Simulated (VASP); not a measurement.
Wanted: the native input for a VASP 6.6.1 run.

```
Task                   : single point
Functional             : PBEsol
Potentials or basis    : VASP PAW PBE potentials, release 64 (Al, N)
Cutoff                 : 600 eV
k mesh                 : 12 × 12 × 6
Occupations            : gaussian, width 0.05 eV
Spin                   : no spin polarisation
Dipole correction      : no
Further INCAR settings : ALGO = Normal; EDIFF = 1e-06; NBANDS = 16
```

The structure of AlN lies in POSCAR:

```
AlN
1.0
    2.8645972347      0.0000000000      0.0000000000
   -1.4322986173      2.4808139768      0.0000000000
    0.0000000000      0.0000000000      5.3820898701
Al N
2 2
Direct
    0.3333333333      0.6666666667      0.0015080761
    0.6666666667      0.3333333333      0.5015080761
    0.3333333333      0.6666666667      0.3834919239
    0.6666666667      0.3333333333      0.8834919239
```

This cell differs from its parent crystal: strain -0.080 along x and y, +0.080 along z.

The input as run:

INCAR

```
PREC = Accurate
ENCUT = 600
EDIFF = 1E-6
ISMEAR = 0
SIGMA = 0.05
LREAL = F
LASPH = T
NELM = 120
ALGO = Normal
ISIF = 2
LWAVE = F
LCHARG = F
GGA = PS
NBANDS = 16
GGA_COMPAT = F
```

KPOINTS

```
Automatic mesh
0
Gamma
  12 12 6
```

Potentials or basis: VASP PAW PBE potentials, release 64 (Al, N).

The run is started by

```console
$ cat potpaw_PBE.64/Al/POTCAR potpaw_PBE.64/N/POTCAR > POTCAR
$ mpirun -np 1 vasp_std > vasp.out
```

It gave:

```yaml
Pressure: 31.0 GPa
Largest_force: 1.704 eV/Å
Band_gap_on_the_k_mesh: 3.88 eV
```

Caveat: the cell differs from its parent crystal (strain -0.080 along x and y, +0.080 along z); the cell stands under pressure; the PAW data sets were made with another functional, which shifts forces and pressure a little.

Wall time 64 s on 1 thread of Intel Xeon 8259CL (shared host), peak memory 0.19 GiB.
